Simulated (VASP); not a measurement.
# SiMo3 (Pm-3n) in VASP: single point with PBE

Aim: the single point of SiMo3 with PBE.

Program: VASP 6.6.1. These are calculated values, not measurements. Logs are shortened: lines on timing, memory, paths and dates and some standing lists are left out, and cuts for length are marked.

### Step 1. The cell of the first run

It takes space group Pm-3n (No. 223, cubic). The conventional cell has a = 4.861 Å, b = 4.861 Å, c = 4.861 Å, α = 90.00°, β = 90.00°, γ = 90.00°. Mo (site symmetry -4m2) has 10 Mo at 2.43 to 2.98 Å and 4 Si at 2.72 Å within 3.2 Å. Within 3.6 Å of Si (site symmetry m-3) lie 12 Mo at 2.72 Å.

### Step 2. Single point, PBE

Input file INCAR:

```
PREC = Accurate ; ENCUT = 520
EDIFF = 1E-6 ; ISMEAR = 1
SIGMA = 0.036 ; LREAL = F
LASPH = T ; NELM = 60
ALGO = Normal ; ISIF = 2
LWAVE = F ; LCHARG = T
GGA = PE ; LELF = T
LVHAR = T ; NBANDS = 56
```

Input file KPOINTS:

```
Automatic mesh
0
Gamma
  5 5 5
```

Input file POSCAR:

```
SiMo3
1.0
    4.8612537700      0.0000000000      0.0000000000
    0.0000000000      4.8612537700      0.0000000000
    0.0000000000      0.0000000000      4.8612537700
Mo Si
6 2
Direct
    0.2500000000      0.0000000000      0.5000000000
    0.5000000000      0.7500000000      0.0000000000
    0.7500000000      0.0000000000      0.5000000000
    0.5000000000      0.2500000000      0.0000000000
    0.0000000000      0.5000000000      0.7500000000
    0.0000000000      0.5000000000      0.2500000000
    0.0000000000      0.0000000000      0.0000000000
    0.5000000000      0.5000000000      0.5000000000
```

Potentials or basis: VASP PAW PBE potentials, release 64 (Mo_sv, Si).

On the command line:

```bash
> cat potpaw_PBE.64/Mo_sv/POTCAR potpaw_PBE.64/Si/POTCAR > POTCAR
> mpirun -np 1 vasp_std > vasp.out
```

OUTCAR:

```text
PREC = Accurate
   ENCUT = 520
   EDIFF = 1E-6
   ISMEAR = 1
   LREAL = F
   LASPH = T
   NELM = 60
   ISIF = 2
   GGA = PE

 ion  position               nearest neighbor table
   1  0.250  0.000  0.500-   3 2.43   3 2.43   8 2.72   7 2.72   8 2.72   7 2.72   4 2.98   2 2.98
                             4 2.98   5 2.98   5 2.98   6 2.98   6 2.98   2 2.98
   2  0.500  0.750  0.000-   4 2.43   4 2.43   8 2.72   8 2.72   7 2.72   7 2.72   1 2.98   1 2.98
                             3 2.98   5 2.98   6 2.98   5 2.98   6 2.98   3 2.98
   3  0.750  0.000  0.500-   1 2.43   1 2.43   8 2.72   7 2.72   8 2.72   7 2.72   4 2.98   2 2.98
                             4 2.98   5 2.98   5 2.98   6 2.98   6 2.98   2 2.98
   4  0.500  0.250  0.000-   2 2.43   2 2.43   8 2.72   8 2.72   7 2.72   7 2.72   3 2.98   1 2.98
                             3 2.98   5 2.98   6 2.98   5 2.98   6 2.98   1 2.98
   5  0.000  0.500  0.750-   6 2.43   6 2.43   8 2.72   7 2.72   7 2.72   8 2.72   3 2.98   4 2.98
                             1 2.98   3 2.98   1 2.98   2 2.98   4 2.98   2 2.98
   6  0.000  0.500  0.250-   5 2.43   5 2.43   8 2.72   7 2.72   7 2.72   8 2.72   3 2.98   4 2.98
                             1 2.98   3 2.98   1 2.98   2 2.98   4 2.98   2 2.98
   7  0.000  0.000  0.000-   1 2.72   2 2.72   3 2.72   4 2.72   5 2.72   6 2.72   1 2.72   3 2.72
                             5 2.72   6 2.72   2 2.72   4 2.72
   8  0.500  0.500  0.500-   1 2.72   2 2.72   3 2.72   4 2.72   5 2.72   6 2.72   2 2.72   4 2.72
                             1 2.72   3 2.72   5 2.72   6 2.72

  LATTYP: Found a simple cubic cell.
 ALAT       =     4.8612537700

  Lattice vectors:

 A1 = (   4.8612537700,   0.0000000000,   0.0000000000)
 A2 = (   0.0000000000,   4.8612537700,   0.0000000000)
 A3 = (   0.0000000000,   0.0000000000,   4.8612537700)

Analysis of symmetry for initial positions (statically):
=====================================================================
 Subroutine PRICEL returns:
 Original cell was already a primitive cell.

 Routine SETGRP: Setting up the symmetry group for a
 simple cubic supercell.

 Subroutine GETGRP returns: Found 48 space group operations
 (whereof 24 operations were pure point group operations)
 out of a pool of 48 trial point group operations.

The static configuration has the point symmetry T_h .
 The point group associated with its full space group is O_h .

Analysis of symmetry for dynamics (positions and initial velocities):
=====================================================================
 Subroutine PRICEL returns:
 Original cell was already a primitive cell.

 Routine SETGRP: Setting up the symmetry group for a
 simple cubic supercell.

 Subroutine GETGRP returns: Found 48 space group operations
 (whereof 24 operations were pure point group operations)
 out of a pool of 48 trial point group operations.

The dynamic configuration has the point symmetry T_h .
 The point group associated with its full space group is O_h .

 Subroutine INISYM returns: Found 48 space group operations
 (whereof 24 operations are pure point group operations),
 and found     1 'primitive' translations

----------------------------------------------------------------------------------------

                                     Primitive cell

  volume of cell :     114.8801

  direct lattice vectors                    reciprocal lattice vectors
     4.861253770  0.000000000  0.000000000     0.205708249  0.000000000  0.000000000
     0.000000000  4.861253770  0.000000000     0.000000000  0.205708249  0.000000000
     0.000000000  0.000000000  4.861253770     0.000000000  0.000000000  0.205708249

  length of vectors
     4.861253770  4.861253770  4.861253770     0.205708249  0.205708249  0.205708249

  position of ions in fractional coordinates (direct lattice)
     0.250000000  0.000000000  0.500000000
     0.500000000  0.750000000  0.000000000
     0.750000000  0.000000000  0.500000000
     0.500000000  0.250000000  0.000000000
     0.000000000  0.500000000  0.750000000
     0.000000000  0.500000000  0.250000000
     0.000000000  0.000000000  0.000000000
     0.500000000  0.500000000  0.500000000

  ion indices of the primitive-cell ions
   primitive index   ion index
                 1           1
                 2           2
                 3           3
                 4           4
                 5           5
                 6           6
                 7           7
                 8           8

----------------------------------------------------------------------------------------

 KPOINTS: Automatic mesh

Automatic generation of k-mesh.
 Grid dimensions read from file:
 generate k-points for:    5    5    5

 Generating k-lattice:

  Cartesian coordinates                     Fractional coordinates (reciprocal lattice)
     0.041141650  0.000000000  0.000000000     0.200000000  0.000000000  0.000000000
     0.000000000  0.041141650  0.000000000     0.000000000  0.200000000  0.000000000
     0.000000000  0.000000000  0.041141650     0.000000000  0.000000000  0.200000000

  Length of vectors
     0.041141650  0.041141650  0.041141650

  Shift w.r.t. Gamma in fractional coordinates (k-lattice)
     0.000000000  0.000000000  0.000000000

 Subroutine IBZKPT returns following result:
 ===========================================

 Found     10 irreducible k-points:

 Following reciprocal coordinates:
            Coordinates               Weight
  0.000000  0.000000  0.000000      1.000000
  0.200000  0.000000  0.000000      6.000000
  0.400000  0.000000  0.000000      6.000000
  0.200000  0.200000  0.000000     12.000000
  0.400000  0.200000  0.000000     24.000000
  0.400000  0.400000  0.000000     12.000000
  0.200000  0.200000  0.200000      8.000000
  0.400000  0.200000  0.200000     24.000000
  0.400000  0.400000  0.200000     24.000000
  0.400000  0.400000  0.400000      8.000000
   k-points           NKPTS =     10   k-points in BZ     NKDIM =     10   number of bands    NBANDS=     56
   number of dos      NEDOS =    301   number of ions     NIONS =      8
   total plane-waves  NPLWV =  46656
   dimension x,y,z NGX =    36 NGY =   36 NGZ =   36
   dimension x,y,z NGXF=    72 NGYF=   72 NGZF=   72
   ions per type =               6   2
   NGX,Y,Z   is equivalent  to a cutoff of  12.31, 12.31, 12.31 a.u.
   NGXF,Y,Z  is equivalent  to a cutoff of  24.62, 24.62, 24.62 a.u.
 SYSTEM =  unknown system
   PREC   = accura    normal or accurate (medium, high low for compatibility)
   ISTART =      0    job   : 0-new  1-cont  2-samecut
   ICHARG =      2    charge: 1-file 2-atom 10-const
   ISPIN  =      1    spin polarized calculation?
   LNONCOLLINEAR =      F non collinear calculations
   LSORBIT =      F    spin-orbit coupling
   LASPH  =      T    aspherical Exc in radial PAW
   ENCUT  =  520.0 eV  38.22 Ry    6.18 a.u.   9.04  9.04  9.04*2*pi/ulx,y,z
   NELM   =     60;   NELMIN=  2; NELMDL= -5     # of ELM steps
   EDIFF  = 0.1E-05   stopping-criterion for ELM
   LREAL  =      F    real-space projection
   EDIFFG = 0.1E-04   stopping-criterion for IOM
   NSW    =      0    number of steps for IOM
   IBRION =     -1    ionic relax: 0-MD 1-quasi-New 2-CG
   NFREE  =      0    steps in history (QN), initial steepest desc. (CG)
   ISIF   =      2    stress and relaxation
   ISYM   =      2    0-nonsym 1-usesym 2-fastsym
   POTIM  = 0.5000    time-step for ionic-motion
   TEBEG  =    0.0;   TEEND  =   0.0 temperature during run
   PSTRESS=    0.0 pullay stress
   NELECT =      92.0000    total number of electrons
   NUPDOWN=      -1.0000    fix difference up-down
   EMIN   =  10.00;   EMAX   =-10.00  energy-range for DOS
   EFERMI =   0.00;   METHOD = LEGACY
   ISMEAR =     1;   SIGMA  =   0.04  broadening in eV -4-tet -1-fermi 0-gaus
   EFERMI_NEDOS =   21; number of points for ismear=-14 and -15
   IALGO  =     38    algorithm
   IMIX   =      4    mixing-type and parameters
     AMIX     =   0.40;   BMIX     =  1.00
     AMIX_MAG =   1.60;   BMIX_MAG =  1.00
  volume/ion in A,a.u.               =      14.36        96.91
  Fermi-wavevector in a.u.,A,eV,Ry     =   1.520276  2.872905 31.446323  2.311240
  Thomas-Fermi vector in A             =   2.629149
   LORBIT       =      0    0 simple, 1 ext, 2 COOP (PROOUT), +10 PAW based schemes
   GGA     = PE    functional components
   LHFCALC =     F    Hartree Fock is set to
   AEXX    =    0.0000 exact exchange contribution
   IVDW    =     0    specifies the selected vdW correction
   LEPSILON=     F    determine dielectric tensor
   LRPA    =     F    only Hartree local field effects (RPA)
 non-spin polarized calculation
 Methfessel and Paxton  Order N= 1 SIGMA  =   0.04
  energy-cutoff  :      520.00
  volume of cell :      114.88
 maximum number of plane-waves:      3112
   NGX = 19   NGY = 19   NGZ = 19

 number of electron      91.9999996 magnetization

 Free energy of the ion-electron system (eV)
  ---------------------------------------------------
  ext. energy  EPLUGINS =         0.00000000
  ---------------------------------------------------
  free energy    TOTEN  =       -78.99948150 eV

  energy without entropy =      -78.99864937  energy(sigma->0) =      -78.99920412

 E-fermi :  13.1486     XC(G=0): -13.2048

 val. band max:       12.9419103462   @ k =   0.2000   0.2000   0.2000
 cond. band min:      13.1646218305   @ k =   0.2000   0.2000   0.0000
 fundamental gap:      0.2227114843
 Fermi energy:        13.1486430795

 k-point     1 :       0.0000    0.0000    0.0000
  band No.  band energies     occupation
      1     -48.2482      2.00000
      2     -48.1239      2.00000
      3     -48.1239      2.00000
      4     -47.7731      2.00000
      5     -47.7731      2.00000
      6     -47.7731      2.00000
[... 579 lines left out ...]
     55      14.9281      0.00000
     56      15.0583      0.00000

------------------------ aborting loop because EDIFF is reached ----------------------------------------

  FORCE on cell =-STRESS in cart. coord.  units (eV):
  Direction    XX          YY          ZZ          XY          YZ          ZX
  --------------------------------------------------------------------------------------
  -------------------------------------------------------------------------------------
  Total        5.0777271      5.0777271      5.0777271      0.0000000      0.0000000     -0.0000000
  in kB       70.8165984     70.8165984     70.8165984      0.0000000      0.0000000     -0.0000000
  external PRESSURE =      70.8165984 kB  Pullay stress =       0.0000000 kB

 VOLUME and BASIS-vectors are now :
 -----------------------------------------------------------------------------
  energy-cutoff  :      520.00
  volume of cell :      114.88
      direct lattice vectors                 reciprocal lattice vectors
     4.861253770  0.000000000  0.000000000     0.205708249  0.000000000  0.000000000
     0.000000000  4.861253770  0.000000000     0.000000000  0.205708249  0.000000000
     0.000000000  0.000000000  4.861253770     0.000000000  0.000000000  0.205708249

 POSITION                                       TOTAL-FORCE (eV/Angst)
 -----------------------------------------------------------------------------------
      1.21531      0.00000      2.43063        -0.000000     -0.000000     -0.000000
      2.43063      3.64594      0.00000        -0.000000      0.000000     -0.000000
      3.64594      0.00000      2.43063         0.000000     -0.000000      0.000000
      2.43063      1.21531      0.00000         0.000000      0.000000      0.000000
      0.00000      2.43063      3.64594        -0.000000      0.000000     -0.000000
      0.00000      2.43063      1.21531         0.000000      0.000000      0.000000
      0.00000      0.00000      0.00000         0.000000      0.000000      0.000000
      2.43063      2.43063      2.43063         0.000000      0.000000      0.000000
 -----------------------------------------------------------------------------------
    total drift:                                0.000000      0.000000     -0.000000

  FREE ENERGIE OF THE ION-ELECTRON SYSTEM (eV)
  ---------------------------------------------------
  free  energy   TOTEN  =       -78.9994814998 eV

  energy  without entropy=      -78.9986493722  energy(sigma->0) =      -78.99920412
```

Wall time 28 s (1 thread of Intel Xeon 6975P-C (Granite Rapids), shared host); peak memory 0.21 GiB.

Results:

- Free energy: -78.9995 eV
- Pressure: 7.1 GPa
- Band gap on the k mesh: zero (band 46 reaches 14.31 eV, above the bottom of band 47 at 12.55 eV)
